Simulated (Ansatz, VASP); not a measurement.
AgBr in VASP and in Ansatz

Contents of POSCAR:

```
AgBr
1.0
    0.0000000000      2.8860507273      2.8860507273
    2.8860507273      0.0000000000      2.8860507273
    2.8860507273      2.8860507273      0.0000000000
Ag Br
1 1
Direct
    0.5000000000      0.5000000000      0.5000000000
    0.0000000000      0.0000000000      0.0000000000
```

Contents of INCAR.step1:

```
PREC = Accurate
ENCUT = 550
ISMEAR = 0
SIGMA = 0.05
LREAL = F
LASPH = T
NELM = 120
NBANDS = 16
GGA = PE
ALGO = Normal
EDIFF = 1E-5
LWAVE = T
LCHARG = F
GGA_COMPAT = F
```

The input INCAR.step2:

```
PREC = Accurate
ENCUT = 550
EDIFF = 1E-6
ISMEAR = 0
SIGMA = 0.05
LREAL = F
LASPH = T
NELM = 120
ALGO = Normal
ISIF = 2
LWAVE = F
LCHARG = F
METAGGA = R2SCAN
LMIXTAU = T
NBANDS = 16
ISTART = 1
GGA_COMPAT = F
```

File KPOINTS:

```
regular mesh
0
Gamma
  10 10 10
```

Input for Ansatz:

```yaml
crystal:
  lattice:
    - [0.0, 2.8860507273, 2.8860507273]
    - [2.8860507273, 0.0, 2.8860507273]
    - [2.8860507273, 2.8860507273, 0.0]
  atoms:
    - { symbol: Ag, position: [0.5, 0.5, 0.5] }
    - { symbol: Br, position: [0.0, 0.0, 0.0] }
basis:
  ecutwfc: 500
  ecutrho_ratio: 4
kpoints:
  mp_grid: { grid: [10, 10, 10] }
hamiltonian:
  xc: r2scan
scf:
  occupations: { method: gaussian, width: 0.05 }
output:
  forces: true
  stress: true
  eigenvalues: true
```

Alike in both runs: task single point; functional r2SCAN; k mesh 10 × 10 × 10; occupations gaussian, width 0.05 eV; no spin polarisation.

|  | VASP | Ansatz |
| --- | --- | --- |
| version | VASP 6.6.1 | Ansatz 0.2.0 |
| potentials or method | VASP PAW PBE potentials, release 64 (Ag, Br), cutoff 550 eV | scalar-relativistic, plane waves, PAW |
| valence electrons in the cell | 18 | 26 |

Ansatz gave:

```
gap on the k mesh at the Fermi level (eV) : 1.29
least direct gap on the mesh (eV)         : 3.23
pressure (GPa)                            : 0.3
```

Task: Estimate VASP's values.

Result: gap on the k mesh at the Fermi level (eV): 1.25; least direct gap on the mesh (eV): 3.21; pressure (GPa): 0.3.

VASP's potentials were made for PBE, not for r2SCAN. VASP's potentials hold 18 valence electrons a cell and Ansatz's 26, so a difference there can come from the potentials and not from the codes.
